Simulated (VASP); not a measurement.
Wanted: the native input for a VASP 6.6.1 run.

```
Task                   : single point
Functional             : PBEsol
Potentials or basis    : VASP PAW PBE potentials, release 64 (Co, O)
Cutoff                 : 520 eV
k mesh                 : 8 × 8 × 5
Occupations            : methfessel-paxton, width 0.15 eV
Spin                   : collinear spin, antiferromagnetic start
Starting moments       : [2.5, -2.5, 0.0, 0.0] μB
Dipole correction      : no
Further INCAR settings : ALGO = Normal; EDIFF = 1e-06; NBANDS = 27
```

The structure of CoO lies in POSCAR:

```
CoO
1.0
    3.2082694867      0.0000000000      0.0000000000
   -1.6041347433      2.7784422071      0.0000000000
    0.0000000000      0.0000000000      5.2460812572
Co O
2 2
Direct
    0.0000000000      0.0000000000      0.0034740000
    0.3333333333      0.6666666667      0.5033620000
    0.0000000000      0.0000000000      0.3716090000
    0.3333333333      0.6666666667      0.8715560000
```

One way to write it, as run:

INCAR

```
SYSTEM = CoO
  PREC = Accurate
  ENCUT = 520
  EDIFF = 1E-6
  ISMEAR = 1
  SIGMA = 0.15
  LREAL = .False.
  LASPH = .True.
  NELM = 150
  ALGO = Normal
  ISIF = 2
  LWAVE = .False.
  LCHARG = .True.
  ISPIN = 2
  MAGMOM = 2.5 -2.5 0 0
  LORBIT = 11
  LMAXMIX = 4
  GGA = PS
  LELF = .True.
  LVHAR = .True.
  NBANDS = 27
```

KPOINTS

```
regular mesh
0
Gamma
  8 8 5
  0 0 0
```

Potentials or basis: VASP PAW PBE potentials, release 64 (Co, O).

The run is started by

```bash
$ cat potpaw_PBE.64/Co/POTCAR potpaw_PBE.64/O/POTCAR > POTCAR
$ mpirun -np 1 vasp_std > vasp.out
```

It gave:

The pressure is -10.9 GPa. The largest force is 0.131 eV/Å and the band gap on the k mesh is zero (filled and empty bands overlap). The net moment is 0.00 μB per cell. The site moments are Co +2.26, -2.26; O -0.16, +0.16 μB. The valence electrons inside the program's atomic spheres are Co 7.98; O 4.95.

Caveat: the cell stands under tension; the PAW data sets were made with another functional, which shifts forces and pressure a little; semilocal functionals often make such compounds metallic where correlation or magnetic order opens a gap, which also shifts bond lengths.

It took 120 s on 1 thread of Intel Xeon 8259CL, with other jobs on the host, peak memory 0.22 GiB.
